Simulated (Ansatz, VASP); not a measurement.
## In: VASP beside Ansatz

```
In
1.0
     0.00000    3.49752    3.49752
     3.49752    0.00000    3.49752
     3.49752    3.49752    0.00000
In
2
Direct
  0.12500 0.12500 0.12500
  0.87500 0.87500 0.87500
```

Alike in both runs: functional BLYP; k mesh 8 × 8 × 8; occupations fermi-dirac, width 0.1 eV; no spin polarisation.

Ansatz relaxed the structure, and its values are those at the end. VASP's run is a single point on that final structure, the one shown.

```csv
,VASP,Ansatz
version,VASP 6.6.1,Ansatz 0.2.0
potentials or method,"VASP PAW PBE potentials, release 64 (In_d), cutoff 520 eV","plane waves (420 eV) with PAW, scalar-relativistic"
valence electrons in the cell,26,26
```

```csv
,VASP,Ansatz,Ansatz less VASP
pressure (GPa),0.0,0.0,+0.04
```

VASP's potentials were made for PBE, not for BLYP.
